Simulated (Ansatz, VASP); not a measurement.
## Two plane-wave programs on CdS

Contents of INCAR:

```
ALGO = Normal ; EDIFF = 1E-6
ENCUT = 500 ; GGA = PS
GGA_COMPAT = F ; ISIF = 2
ISMEAR = -1 ; LASPH = T
LCHARG = F ; LREAL = F
LWAVE = F ; NBANDS = 26
NELM = 120 ; PREC = Accurate
SIGMA = 0.1
```

KPOINTS

```
k-points
0
Gamma
  4 2 4
```

POSCAR

```
CdS
1.0
    3.8984400000      0.0000000000      0.0000000000
    0.0000000000      5.5114900000      0.0000000000
    0.0000000000      0.0000000000      3.8981000000
Cd S
2 2
Direct
    0.5000000000      0.5000000000      0.2430300000
    0.0000000000      0.0000000000      0.7569700000
    0.5000000000      0.0000000000      0.2551600000
    0.0000000000      0.5000000000      0.7448400000
```

Input for Ansatz:

```yaml
crystal:
  lattice:
    - [3.89844, 0.0, 0.0]
    - [0.0, 5.51149, 0.0]
    - [0.0, 0.0, 3.8981]
  atoms:
    - { symbol: Cd, position: [0.5, 0.5, 0.24303] }
    - { symbol: Cd, position: [0.0, 0.0, 0.75697] }
    - { symbol: S, position: [0.5, 0.0, 0.25516] }
    - { symbol: S, position: [0.0, 0.5, 0.74484] }
kpoints:
  mp_grid:
    grid: [4, 2, 4]
hamiltonian:
  xc: pbesol
scf:
  convergence:
    dr2_threshold: 1.0e-10
  occupations:
    method: fermi_dirac
    width: 0.1
output:
  stress: true
```

Alike in both runs: task single point; functional PBEsol; k mesh 4 × 2 × 4; occupations fermi-dirac, width 0.1 eV; no spin polarisation.

```csv
,VASP,Ansatz
version,VASP 6.6.1,Ansatz 0.2.0
potentials or method,"VASP PAW PBE potentials, release 64 (Cd, S)","plane waves, PAW"
plane-wave cutoff (eV),500,420
valence electrons in the cell,36,52
```

Ansatz gave:

- pressure (GPa): -4.4
- traceless stress, the component that is largest in VASP (GPa): -1.31

**Question.** Estimate VASP's values.

**Answer.** Pressure (GPa): -4.0; traceless stress, the component that is largest in VASP (GPa): -1.33.

VASP's potentials were made for PBE, not for PBEsol. With one functional, cell and mesh, what is left measures potentials, basis and numerics. VASP's potentials hold 36 valence electrons a cell and Ansatz's 52, so a difference there can come from the potentials and not from the codes.

The k mesh is coarse, so the values compare programs but aren't converged.
